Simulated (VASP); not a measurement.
# C (R-3m) in VASP: a series of runs, part 2 of 2

VASP 6.6.1.

**3. Single point, PBE**

This run uses another cell than the first one, of the same volume but with other edges.

INCAR

```
PREC = Accurate
ENCUT = 520
EDIFF = 1E-6
ISMEAR = 0
SIGMA = 0.05
LREAL = False
LASPH = True
NELM = 80
ALGO = Normal
ISIF = 2
LWAVE = False
LCHARG = False
GGA = PE
ISYM = 0
NBANDS = 36
```

KPOINTS

```
regular mesh
0
Gamma
  10 10 2
```

POSCAR

```
C
1.0
    1.7857375322     -1.7857375322      0.0000000000
    1.7857375322      0.0000000000     -1.7857375322
    9.5239335051      5.9524584407      5.9524584407
C
12
Direct
    0.4860888889      0.4860888889      0.2708666667
   -0.0694666667     -0.0694666667      0.1042000000
    0.0416444444      0.0416444444      0.4375333333
    0.1527555556      0.1527555556      0.7708666667
    0.5972000000      0.5972000000      0.6042000000
   -0.2916888889     -0.2916888889      0.9375333333
    0.4027555556      0.4027555556      0.3958666667
    0.8472000000      0.8472000000      0.2292000000
   -0.0416888889     -0.0416888889      0.5625333333
    0.0694222222      0.0694222222      0.8958666667
   -0.4861333333     -0.4861333333      0.7292000000
    0.2916444444      0.2916444444      0.0625333333
```

Potentials or basis: VASP PAW PBE potentials, release 64 (C).

The run is started by

```bash
> cat potpaw_PBE.64/C/POTCAR > POTCAR
> mpirun -np 1 vasp_std > vasp.out
```

OUTCAR:

```text
PREC = Accurate
   ENCUT = 520
   EDIFF = 1E-6
   ISMEAR = 0
   LREAL = False
   LASPH = True
   NELM = 80
   ISIF = 2
   GGA = PE
   ISYM = 0

 ion  position               nearest neighbor table
   1  0.486  0.486  0.271-   8 1.55   7 1.55   8 1.55   8 1.55
   2  0.931  0.931  0.104-  12 1.55   8 1.55  12 1.55  12 1.55
   3  0.042  0.042  0.438-   7 1.55   7 1.55   9 1.55   7 1.55
   4  0.153  0.153  0.771-  11 1.55  10 1.55  11 1.55  11 1.55
   5  0.597  0.597  0.604-   9 1.55  11 1.55   9 1.55   9 1.55
   6  0.708  0.708  0.938-  10 1.55  10 1.55  10 1.55
   7  0.403  0.403  0.396-   3 1.55   3 1.55   1 1.55   3 1.55
   8  0.847  0.847  0.229-   1 1.55   2 1.55   1 1.55   1 1.55
   9  0.958  0.958  0.563-   5 1.55   3 1.55   5 1.55   5 1.55
  10  0.069  0.069  0.896-   6 1.55   6 1.55   6 1.55   4 1.55
  11  0.514  0.514  0.729-   4 1.55   5 1.55   4 1.55   4 1.55
  12  0.292  0.292  0.063-   2 1.55   2 1.55   2 1.55

IMPORTANT INFORMATION: All symmetrisations will be switched off!
NOSYMM: (Re-)initialisation of all symmetry stuff for point group C_1.

----------------------------------------------------------------------------------------

                                     Primitive cell

  volume of cell :      68.3336

  direct lattice vectors                    reciprocal lattice vectors
     1.785737532 -1.785737532  0.000000000     0.155553531 -0.404439179  0.155553531
     1.785737532  0.000000000 -1.785737532     0.155553531  0.155553531 -0.404439179
     9.523933505  5.952458441  5.952458441     0.046666059  0.046666059  0.046666059

  length of vectors
     2.525414237  2.525414237 12.710972913     0.460396407  0.460396407  0.080827985

  position of ions in fractional coordinates (direct lattice)
     0.486088889  0.486088889  0.270866667
     0.930533333  0.930533333  0.104200000
     0.041644444  0.041644444  0.437533333
     0.152755556  0.152755556  0.770866667
     0.597200000  0.597200000  0.604200000
     0.708311111  0.708311111  0.937533333
     0.402755556  0.402755556  0.395866667
     0.847200000  0.847200000  0.229200000
     0.958311111  0.958311111  0.562533333
     0.069422222  0.069422222  0.895866667
     0.513866667  0.513866667  0.729200000
     0.291644444  0.291644444  0.062533333

  ion indices of the primitive-cell ions
   primitive index   ion index
                 1           1
                 2           2
                 3           3
                 4           4
                 5           5
                 6           6
                 7           7
                 8           8
                 9           9
                10          10
                11          11
                12          12

----------------------------------------------------------------------------------------

 KPOINTS: regular mesh

Automatic generation of k-mesh.
 Grid dimensions read from file:
 generate k-points for:   10   10    2

 Generating k-lattice:

  Cartesian coordinates                     Fractional coordinates (reciprocal lattice)
     0.015555353 -0.040443918  0.015555353     0.100000000  0.000000000  0.000000000
[... 38 lines left out ...]
  0.000000  0.000000  0.000000      1.000000
  0.100000  0.000000 -0.000000      2.000000
  0.200000  0.000000 -0.000000      2.000000
  0.300000  0.000000 -0.000000      2.000000
  0.400000  0.000000 -0.000000      2.000000
  0.500000  0.000000 -0.000000      1.000000
[... 16 lines left out ...]
 -0.400000  0.200000 -0.000000      2.000000
 -0.300000  0.200000 -0.000000      2.000000
 [... further k-points ...]
   k-points           NKPTS =    104   k-points in BZ     NKDIM =    104   number of bands    NBANDS=     36
   number of dos      NEDOS =    301   number of ions     NIONS =     12
   total plane-waves  NPLWV =  38400
   dimension x,y,z NGX =    20 NGY =   20 NGZ =   96
   dimension x,y,z NGXF=    40 NGYF=   40 NGZF=  192
   ions per type =              12
   NGX,Y,Z   is equivalent  to a cutoff of  13.17, 13.17, 12.56 a.u.
   NGXF,Y,Z  is equivalent  to a cutoff of  26.33, 26.33, 25.11 a.u.
 SYSTEM =  unknown system
   PREC   = accura    normal or accurate (medium, high low for compatibility)
   ISTART =      0    job   : 0-new  1-cont  2-samecut
   ICHARG =      2    charge: 1-file 2-atom 10-const
   ISPIN  =      1    spin polarized calculation?
   LNONCOLLINEAR =      F non collinear calculations
   LSORBIT =      F    spin-orbit coupling
   LASPH  =      T    aspherical Exc in radial PAW
   ENCUT  =  520.0 eV  38.22 Ry    6.18 a.u.   4.70  4.70 23.63*2*pi/ulx,y,z
   NELM   =     80;   NELMIN=  2; NELMDL= -5     # of ELM steps
   EDIFF  = 0.1E-05   stopping-criterion for ELM
   LREAL  =      F    real-space projection
   EDIFFG = 0.1E-04   stopping-criterion for IOM
   NSW    =      0    number of steps for IOM
   IBRION =     -1    ionic relax: 0-MD 1-quasi-New 2-CG
   NFREE  =      0    steps in history (QN), initial steepest desc. (CG)
   ISIF   =      2    stress and relaxation
   ISYM   =      0    0-nonsym 1-usesym 2-fastsym
   POTIM  = 0.5000    time-step for ionic-motion
   TEBEG  =    0.0;   TEEND  =   0.0 temperature during run
   PSTRESS=    0.0 pullay stress
   NELECT =      48.0000    total number of electrons
   NUPDOWN=      -1.0000    fix difference up-down
   EMIN   =  10.00;   EMAX   =-10.00  energy-range for DOS
   EFERMI =   0.00;   METHOD = LEGACY
   ISMEAR =     0;   SIGMA  =   0.05  broadening in eV -4-tet -1-fermi 0-gaus
   EFERMI_NEDOS =   21; number of points for ismear=-14 and -15
   IALGO  =     38    algorithm
   IMIX   =      4    mixing-type and parameters
     AMIX     =   0.40;   BMIX     =  1.00
     AMIX_MAG =   1.60;   BMIX_MAG =  1.00
  volume/ion in A,a.u.               =       5.69        38.43
  Fermi-wavevector in a.u.,A,eV,Ry     =   1.455271  2.750063 28.814604  2.117814
  Thomas-Fermi vector in A             =   2.572325
   LORBIT       =      0    0 simple, 1 ext, 2 COOP (PROOUT), +10 PAW based schemes
   GGA     = PE    functional components
   LHFCALC =     F    Hartree Fock is set to
   AEXX    =    0.0000 exact exchange contribution
   IVDW    =     0    specifies the selected vdW correction
   LEPSILON=     F    determine dielectric tensor
   LRPA    =     F    only Hartree local field effects (RPA)
 non-spin polarized calculation
 Gauss-broadening in eV      SIGMA  =   0.05
  energy-cutoff  :      520.00
  volume of cell :       68.33
 maximum number of plane-waves:      1864
   NGX =  9   NGY =  9   NGZ = 47

 number of electron      47.9999995 magnetization

 Free energy of the ion-electron system (eV)
  ---------------------------------------------------
  ext. energy  EPLUGINS =         0.00000000
  ---------------------------------------------------
  free energy    TOTEN  =      -105.34772496 eV

  energy without entropy =     -105.34628803  energy(sigma->0) =     -105.34700650

 E-fermi :   9.6879     XC(G=0): -13.2907

 val. band max:        9.6574500115   @ k =  -0.4000   0.3000   0.5000
 cond. band min:       9.6982600852   @ k =  -0.3000   0.4000  -0.0000
 fundamental gap:      0.0408100737
 Fermi energy:         9.6878630453

 k-point     1 :       0.0000    0.0000    0.0000
  band No.  band energies     occupation
      1     -11.7535      2.00000
      2     -11.0090      2.00000
      3     -10.8981      2.00000
      4      -8.7644      2.00000
      5      -8.6566      2.00000
      6      -6.0187      2.00000
[... 925 lines left out ...]
     35      20.1863      0.00000
     36      20.5572      0.00000

 [... further k-points ...]
[... 5 lines left out ...]
  --------------------------------------------------------------------------------------
  -------------------------------------------------------------------------------------
  Total        0.5757948      0.5849070      0.5849069      3.6487666      3.6812766      3.6487677
  in kB       13.5003230     13.7139723     13.7139701     85.5504975     86.3127417     85.5505227
  external PRESSURE =      13.6427551 kB  Pullay stress =       0.0000000 kB

 VOLUME and BASIS-vectors are now :
 -----------------------------------------------------------------------------
  energy-cutoff  :      520.00
  volume of cell :       68.33
      direct lattice vectors                 reciprocal lattice vectors
     1.785737532 -1.785737532  0.000000000     0.155553531 -0.404439179  0.155553531
     1.785737532  0.000000000 -1.785737532     0.155553531  0.155553531 -0.404439179
     9.523933505  5.952458441  5.952458441     0.046666059  0.046666059  0.046666059

 POSITION                                       TOTAL-FORCE (eV/Angst)
 -----------------------------------------------------------------------------------
      4.31577      0.74430      0.74430        -0.063110     -0.059793     -0.059794
      4.31577     -1.04144     -1.04144         0.059457      0.061079      0.061079
      4.31577      2.53003      2.53003        -0.065614     -0.061606     -0.061606
      7.88725      4.31577      4.31577        -0.210965     -0.207993     -0.207993
      7.88725      2.53003      2.53003        -0.077623     -0.073534     -0.073535
     11.45872      4.31577      4.31577        -1.991995     -1.993875     -1.993874
      5.20864      1.63716      1.63716         0.077625      0.073537      0.073537
      5.20864     -0.14857     -0.14857         0.210967      0.207994      0.207995
      8.78011      1.63716      1.63716         0.065614      0.061605      0.061606
      8.78011      5.20864      5.20864        -0.059456     -0.061079     -0.061080
      8.78011      3.42290      3.42290         0.063109      0.059793      0.059793
      1.63716     -0.14857     -0.14857         1.991992      1.993873      1.993873
 -----------------------------------------------------------------------------------
    total drift:                                0.000020      0.000022      0.000020

  FREE ENERGIE OF THE ION-ELECTRON SYSTEM (eV)
  ---------------------------------------------------
  free  energy   TOTEN  =      -105.3477249565 eV

  energy  without entropy=     -105.3462880349  energy(sigma->0) =     -105.34700650
```

It took 4 min on 1 thread of Intel Xeon 6975P-C, shared host; peak memory 0.29 GiB.

What came out:

| Quantity | Value |
| --- | --- |
| Free energy | -105.3477 eV |
| Pressure | 1.4 GPa |
| Largest force | 3.452 eV/Å |
| Band gap on the k mesh | zero (band 24 reaches 10.25 eV, above the bottom of band 25 at 9.65 eV) |

Forces in eV/Å, atoms in the order of the input:
```
C   -0.063 -0.060 -0.060
C    0.059  0.061  0.061
C   -0.066 -0.062 -0.062
C   -0.211 -0.208 -0.208
C   -0.078 -0.074 -0.074
C   -1.992 -1.994 -1.994
C    0.078  0.074  0.074
C    0.211  0.208  0.208
C    0.066  0.062  0.062
C   -0.059 -0.061 -0.061
C    0.063  0.060  0.060
C    1.992  1.994  1.994
```

Caveat: forces of over 1 eV/Å act on the atoms, so gaps and moduli don't describe the material at rest.
